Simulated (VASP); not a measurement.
# CdS (P6_3mc) in VASP: notebook, part 2 of 2

VASP 6.6.1.

**4. Single point, r2SCAN**

File POSCAR:

```
CdS
1.0
    4.1500000000      0.0000000000      0.0000000000
   -2.0750000000      3.5940054257      0.0000000000
    0.0000000000      0.0000000000      6.7370000000
Cd S
2 2
Direct
    0.3333333333      0.6666666667      0.0000000000
    0.6666666667      0.3333333333      0.5000000000
    0.3333333333      0.6666666667      0.3750000000
    0.6666666667      0.3333333333      0.8750000000
```

File INCAR.step1:

```
PREC = Accurate
ENCUT = 520
ISMEAR = 0
SIGMA = 0.01
LREAL = False
LASPH = True
NELM = 60
NBANDS = 26
GGA = PE
ALGO = Normal
EDIFF = 1E-4
LWAVE = True
LCHARG = False
```

File INCAR.step2:

```
PREC = Accurate
ENCUT = 520
EDIFF = 1E-6
ISMEAR = 0
SIGMA = 0.01
LREAL = False
LASPH = True
NELM = 60
ALGO = Normal
ISIF = 2
LWAVE = False
LCHARG = True
METAGGA = R2SCAN
LMIXTAU = True
LELF = True
LVHAR = True
NBANDS = 26
ISTART = 1
```

File KPOINTS:

```
regular mesh
0
Gamma
  6 6 2
```

Potentials or basis: VASP PAW PBE potentials, release 64 (Cd, S).

Started as:

```bash
$ cat potpaw_PBE.64/Cd/POTCAR potpaw_PBE.64/S/POTCAR > POTCAR
$ cp INCAR.step1 INCAR
$ mpirun -np 1 vasp_std > vasp.out
$ cp INCAR.step2 INCAR
$ mpirun -np 1 vasp_std > vasp.out
```

OUTCAR:

```text
PREC = Accurate
   ENCUT = 520
   EDIFF = 1E-6
   ISMEAR = 0
   LREAL = False
   LASPH = True
   NELM = 60
   ISIF = 2
   METAGGA = R2SCAN
   ISTART = 1

 ion  position               nearest neighbor table
   1  0.333  0.667  0.000-   3 2.53   4 2.54   4 2.54   4 2.54
   2  0.667  0.333  0.500-   4 2.53   3 2.54   3 2.54   3 2.54
   3  0.333  0.667  0.375-   1 2.53   2 2.54   2 2.54   2 2.54
   4  0.667  0.333  0.875-   2 2.53   1 2.54   1 2.54   1 2.54

  LATTYP: Found a hexagonal cell.
 ALAT       =     4.1500000000
 C/A-ratio  =     1.6233734940

  Lattice vectors:

 A1 = (   4.1500000000,   0.0000000000,   0.0000000000)
 A2 = (  -2.0750000000,   3.5940054257,   0.0000000000)
 A3 = (   0.0000000000,   0.0000000000,   6.7370000000)

Analysis of symmetry for initial positions (statically):
=====================================================================
 Subroutine PRICEL returns:
 Original cell was already a primitive cell.

 Routine SETGRP: Setting up the symmetry group for a
 hexagonal supercell.

 Subroutine GETGRP returns: Found 12 space group operations
 (whereof  6 operations were pure point group operations)
 out of a pool of 24 trial point group operations.

The static configuration has the point symmetry C_3v.
 The point group associated with its full space group is C_6v.

Analysis of symmetry for dynamics (positions and initial velocities):
=====================================================================
 Subroutine PRICEL returns:
 Original cell was already a primitive cell.

 Routine SETGRP: Setting up the symmetry group for a
 hexagonal supercell.

 Subroutine GETGRP returns: Found 12 space group operations
 (whereof  6 operations were pure point group operations)
 out of a pool of 24 trial point group operations.

The dynamic configuration has the point symmetry C_3v.
 The point group associated with its full space group is C_6v.

 Subroutine INISYM returns: Found 12 space group operations
 (whereof  6 operations are pure point group operations),
 and found     1 'primitive' translations

----------------------------------------------------------------------------------------

                                     Primitive cell

  volume of cell :     100.4832

  direct lattice vectors                    reciprocal lattice vectors
     4.150000000  0.000000000  0.000000000     0.240963855  0.139120547  0.000000000
    -2.075000000  3.594005426  0.000000000     0.000000000  0.278241094  0.000000000
     0.000000000  0.000000000  6.737000000     0.000000000  0.000000000  0.148434021

  length of vectors
     4.150000000  4.150000000  6.737000000     0.278241094  0.278241094  0.148434021

  position of ions in fractional coordinates (direct lattice)
     0.333333333  0.666666667  0.000000000
     0.666666667  0.333333333  0.500000000
     0.333333333  0.666666667  0.375000000
     0.666666667  0.333333333  0.875000000

  ion indices of the primitive-cell ions
   primitive index   ion index
                 1           1
                 2           2
                 3           3
                 4           4

----------------------------------------------------------------------------------------

[... 29 lines left out ...]
  0.500000 -0.000000  0.000000      3.000000
  0.166667  0.166667  0.000000      6.000000
  0.333333  0.166667  0.000000     12.000000
  0.333333  0.333333  0.000000      2.000000
  0.000000  0.000000  0.500000      1.000000
  0.166667 -0.000000  0.500000      6.000000
  0.333333  0.000000  0.500000      6.000000
  0.500000 -0.000000  0.500000      3.000000
  0.166667  0.166667  0.500000      6.000000
  0.333333  0.166667  0.500000     12.000000
  0.333333  0.333333  0.500000      2.000000
   k-points           NKPTS =     14   k-points in BZ     NKDIM =     14   number of bands    NBANDS=     26
   number of dos      NEDOS =    301   number of ions     NIONS =      4
   total plane-waves  NPLWV =  51200
   dimension x,y,z NGX =    32 NGY =   32 NGZ =   50
   dimension x,y,z NGXF=    64 NGYF=   64 NGZF=  100
   ions per type =               2   2
   NGX,Y,Z   is equivalent  to a cutoff of  12.82, 12.82, 12.34 a.u.
   NGXF,Y,Z  is equivalent  to a cutoff of  25.64, 25.64, 24.68 a.u.
 SYSTEM =  unknown system
   PREC   = accura    normal or accurate (medium, high low for compatibility)
   ISTART =      1    job   : 0-new  1-cont  2-samecut
   ICHARG =      0    charge: 1-file 2-atom 10-const
   ISPIN  =      1    spin polarized calculation?
   LNONCOLLINEAR =      F non collinear calculations
   LSORBIT =      F    spin-orbit coupling
   LASPH  =      T    aspherical Exc in radial PAW
   ENCUT  =  520.0 eV  38.22 Ry    6.18 a.u.   7.72  7.72 12.53*2*pi/ulx,y,z
   NELM   =     60;   NELMIN=  2; NELMDL=  0     # of ELM steps
   EDIFF  = 0.1E-05   stopping-criterion for ELM
   LREAL  =      F    real-space projection
   EDIFFG = 0.1E-04   stopping-criterion for IOM
   NSW    =      0    number of steps for IOM
   IBRION =     -1    ionic relax: 0-MD 1-quasi-New 2-CG
   NFREE  =      0    steps in history (QN), initial steepest desc. (CG)
   ISIF   =      2    stress and relaxation
   ISYM   =      2    0-nonsym 1-usesym 2-fastsym
   POTIM  = 0.5000    time-step for ionic-motion
   TEBEG  =    0.0;   TEEND  =   0.0 temperature during run
   PSTRESS=    0.0 pullay stress
   NELECT =      36.0000    total number of electrons
   NUPDOWN=      -1.0000    fix difference up-down
   EMIN   =  10.00;   EMAX   =-10.00  energy-range for DOS
   EFERMI =   0.00;   METHOD = LEGACY
   ISMEAR =     0;   SIGMA  =   0.01  broadening in eV -4-tet -1-fermi 0-gaus
   EFERMI_NEDOS =   21; number of points for ismear=-14 and -15
   IALGO  =     38    algorithm
   IMIX   =      4    mixing-type and parameters
     AMIX     =   0.40;   BMIX     =  1.00
     AMIX_MAG =   1.60;   BMIX_MAG =  1.00
  volume/ion in A,a.u.               =      25.12       169.52
  Fermi-wavevector in a.u.,A,eV,Ry     =   1.162727  2.197236 18.394190  1.351935
  Thomas-Fermi vector in A             =   2.299285
   LORBIT       =      0    0 simple, 1 ext, 2 COOP (PROOUT), +10 PAW based schemes
   METAGGA = R2SCAN    functional components
   LHFCALC =     F    Hartree Fock is set to
   AEXX    =    0.0000 exact exchange contribution
   IVDW    =     0    specifies the selected vdW correction
   LEPSILON=     F    determine dielectric tensor
   LRPA    =     F    only Hartree local field effects (RPA)
 non-spin polarized calculation
 Gauss-broadening in eV      SIGMA  =   0.01
  energy-cutoff  :      520.00
  volume of cell :      100.48
 maximum number of plane-waves:      2731
 NGX is ok and might be reduce to    32
   NGX = 15   NGY = 15   NGZ = 25

 number of electron      35.9999996 magnetization

 Free energy of the ion-electron system (eV)
  ---------------------------------------------------
  ext. energy  EPLUGINS =         0.00000000
  ---------------------------------------------------
  free energy    TOTEN  =       -59.37453649 eV

  energy without entropy =      -59.37453649  energy(sigma->0) =      -59.37453649

 E-fermi :   1.0085     XC(G=0):  -9.6647

 val. band max:        0.9401739486   @ k =   0.0000   0.0000   0.0000
 cond. band min:       2.5933114242   @ k =   0.0000   0.0000   0.0000
 fundamental gap:      1.6531374756
 Fermi energy:         1.0084866384

 k-point     1 :       0.0000    0.0000    0.0000
  band No.  band energies     occupation
      1     -11.8589      2.00000
      2     -11.4312      2.00000
      3      -6.9708      2.00000
      4      -6.9488      2.00000
      5      -6.9487      2.00000
      6      -6.8561      2.00000
[... 395 lines left out ...]
     25      10.7083      0.00000
     26      10.7083      0.00000

------------------------ aborting loop because EDIFF is reached ----------------------------------------

  FORCE on cell =-STRESS in cart. coord.  units (eV):
  Direction    XX          YY          ZZ          XY          YZ          ZX
  --------------------------------------------------------------------------------------
  -------------------------------------------------------------------------------------
  Total        0.5026878      0.5026878      0.8711765      0.0000000      0.0000000      0.0000000
  in kB        8.0152226      8.0152226     13.8906749      0.0000000      0.0000000      0.0000000
  external PRESSURE =       9.9737067 kB  Pullay stress =       0.0000000 kB

 VOLUME and BASIS-vectors are now :
 -----------------------------------------------------------------------------
  energy-cutoff  :      520.00
  volume of cell :      100.48
      direct lattice vectors                 reciprocal lattice vectors
     4.150000000  0.000000000  0.000000000     0.240963855  0.139120547  0.000000000
    -2.075000000  3.594005426  0.000000000     0.000000000  0.278241094  0.000000000
     0.000000000  0.000000000  6.737000000     0.000000000  0.000000000  0.148434021

 POSITION                                       TOTAL-FORCE (eV/Angst)
 -----------------------------------------------------------------------------------
     -0.00000      2.39600      0.00000        -0.000000      0.000000     -0.070920
      2.07500      1.19800      3.36850         0.000000     -0.000000     -0.070920
     -0.00000      2.39600      2.52637         0.000000     -0.000000      0.070920
      2.07500      1.19800      5.89487         0.000000     -0.000000      0.070920
 -----------------------------------------------------------------------------------
    total drift:                               -0.000000     -0.000000     -0.005749

  FREE ENERGIE OF THE ION-ELECTRON SYSTEM (eV)
  ---------------------------------------------------
  free  energy   TOTEN  =       -59.3745364949 eV

  energy  without entropy=      -59.3745364949  energy(sigma->0) =      -59.37453649
```

Wall time 3.4 min (1 thread of Intel Xeon 8259CL, shared host); peak memory 0.24 GiB.

What came out:

| Quantity | Value |
| --- | --- |
| Free energy | -59.3745 eV |
| Pressure | 1.0 GPa |
| Largest force | 0.071 eV/Å |
| Band gap on the k mesh | 1.65 eV |

Forces in eV/Å, atoms in the order of the input:
```
Cd   0.000  0.000 -0.071
Cd   0.000  0.000 -0.071
S    0.000  0.000  0.071
S    0.000  0.000  0.071
```

Levels at points of the mesh, in eV from the valence-band top:
| k point | band 14 | band 15 | band 16 | band 17 | band 18 | band 19 | band 20 | band 21 | band 22 | band 23 |
| --- | --- | --- | --- | --- | --- | --- | --- | --- | --- | --- |
| (0.00, 0.00, 0.00) | -0.77 | -0.77 | -0.04 | 0.00 | 0.00 | 1.65 | 3.25 | 6.99 | 6.99 | 7.34 |
| (0.50, 0.00, 0.00) | -3.48 | -2.67 | -1.89 | -1.31 | -0.74 | 4.18 | 4.25 | 5.42 | 6.88 | 7.47 |
| (0.00, 0.00, 0.50) | -2.45 | -0.40 | -0.40 | -0.40 | -0.40 | 3.30 | 3.30 | 6.65 | 6.65 | 7.33 |
| (0.50, 0.00, 0.50) | -4.12 | -1.35 | -1.35 | -1.34 | -1.34 | 3.87 | 3.87 | 5.82 | 5.82 | 8.37 |

Caveat: the k points lie up to 0.47 Å⁻¹ apart; the PAW data sets were made with another functional, which shifts forces and pressure a little.

**5. Overview**

```tsv
k mesh	gap on the mesh (eV)	pressure (GPa)	largest force (eV/Å)
3 × 3 × 1	1.65	0.8	0.17
3 × 3 × 2	1.63	1.3	0.03
6 × 6 × 2	1.65	1.0	0.07
```

Alike in all rows: task single point; level r2SCAN; potentials or basis VASP PAW PBE potentials, release 64 (Cd, S); no spin polarisation; cell as given; cutoff (eV) 520; smearing gaussian 0.01 eV.

Caveats: all runs use coarse meshes; the PAW data sets were made with another functional, which shifts forces and pressure a little.

Absolute energies hang on the potentials; compare differences alone.
